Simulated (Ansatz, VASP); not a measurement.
## Pd2Ru in VASP and in Ansatz

```
Ru Pd
1.0
     0.00000    3.59996    3.59996
     3.59996    0.00000    3.59996
     3.59996    3.59996    0.00000
Ru Pd
2 4
Direct
  0.50000 0.50000 0.50000
  0.75000 0.75000 0.75000
  0.12500 0.12500 0.12500
  0.62500 0.12500 0.12500
  0.12500 0.12500 0.62500
  0.12500 0.62500 0.12500
```

Alike in both runs: functional PBE; k mesh 10 × 10 × 10; occupations gaussian, width 0.1 eV; no spin polarisation.

Ansatz relaxed the structure, and its values are those at the end. VASP's run is a single point on that final structure, the one shown.

|  | VASP | Ansatz |
| --- | --- | --- |
| version | VASP 6.6.1 | Ansatz 0.2.0 |
| potentials or method | VASP PAW PBE potentials, release 64 (Ru_pv, Pd), cutoff 520 eV | scalar-relativistic, plane waves, PAW |
| valence electrons in the cell | 68 | 104 |

|  | VASP | Ansatz | Ansatz less VASP |
| --- | --- | --- | --- |
| gap on the k mesh at the Fermi level (eV) | none | none | - |
| pressure (GPa) | -0.4 | 0.0 | +0.43 |

A gap of «none» marks a metal or a gap that the smearing closes. VASP's potentials hold 68 valence electrons a cell and Ansatz's 104, so a difference there can come from the potentials and not from the codes.
